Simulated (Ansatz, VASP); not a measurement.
# SiC in VASP and in Ansatz

```
Si C
1.0
     2.98523    0.00000    0.00000
    -1.49261    2.58528    0.00000
     0.00000    0.00000   10.13439
Si C
4 4
Direct
  0.00000 0.00000 0.00086
  0.33333 0.66667 0.25086
  0.00000 0.00000 0.50086
  0.66667 0.33333 0.75086
  0.00000 0.00000 0.18638
  0.33333 0.66667 0.43689
  0.00000 0.00000 0.68638
  0.66667 0.33333 0.93689
```

Change from the starting cell: epitaxial_xy strain -3.0%.

Alike in both runs: task single point; functional PBE; k mesh 12 × 12 × 4; occupations fermi-dirac, width 0.02 eV; no spin polarisation.

```csv
,VASP,Ansatz
version,VASP 6.6.1,Ansatz 0.2.0
potentials or method,"VASP PAW PBE potentials, release 64 (Si, C)","plane waves, PAW"
plane-wave cutoff (eV),520,420
valence electrons in the cell,32,32
```

Ansatz gave:

```
gap on the k mesh at the Fermi level (eV)                     : 1.96
pressure (GPa)                                                : 17.6
traceless stress, the component that is largest in VASP (GPa) : -13.56
rms of the force components (eV/Å)                            : 0.026
```

Which values does VASP return?

gap on the k mesh at the Fermi level (eV): 1.96; pressure (GPa): 17.5; traceless stress, the component that is largest in VASP (GPa): -13.62; rms of the force components (eV/Å): 0.026.

Atom by atom the forces differ by 0.001 eV/Å (rms over components). With one functional, cell and mesh, what is left measures potentials, basis and numerics.
